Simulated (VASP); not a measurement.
Set up this calculation in VASP 6.6.1, as the native input.

```yaml
Task: single point
Functional: PBE
Potentials_or_basis: VASP PAW PBE potentials, release 64 (B, N)
Cutoff: 520 eV
k_mesh: 12 × 12 × 12
Occupations: gaussian, width 0.02 eV
Spin: no spin polarisation
Dipole_correction: no
Further_INCAR_settings: ALGO = Normal; EDIFF = 1e-06; NBANDS = 11
```

The structure of BN lies in POSCAR:

```
BN
1.0
    0.0000000000      1.8130010000      1.8130010000
    1.8130010000      0.0000000000      1.8130010000
    1.8130010000      1.8130010000      0.0000000000
B N
1 1
Direct
    0.0000000000      0.0000000000      0.0000000000
    0.7500000000      0.7500000000      0.7500000000
```

The input as run:

INCAR

```
PREC = Accurate ; ENCUT = 520
EDIFF = 1E-6 ; ISMEAR = 0
SIGMA = 0.02 ; LREAL = False
LASPH = True ; NELM = 100
ALGO = Normal ; ISIF = 2
LWAVE = False ; LCHARG = False
GGA = PE ; NBANDS = 11
```

KPOINTS

```
regular mesh
0
Gamma
  12 12 12
```

Potentials or basis: VASP PAW PBE potentials, release 64 (B, N).

Launch:

```console
$ cat potpaw_PBE.64/B/POTCAR potpaw_PBE.64/N/POTCAR > POTCAR
$ mpirun -np 1 vasp_std > vasp.out
```

Results of the run:

* Pressure: -0.2 GPa
* Band gap on the k mesh: 4.45 eV, indirect (least direct gap 8.78 eV)

Run time: 8.1 s on 1 thread of Intel(R) Xeon(R) Platinum 8259CL CPU @ 2.50GHz (Skylake/Cascade Lake), with other jobs on the host, peak memory 0.12 GiB.
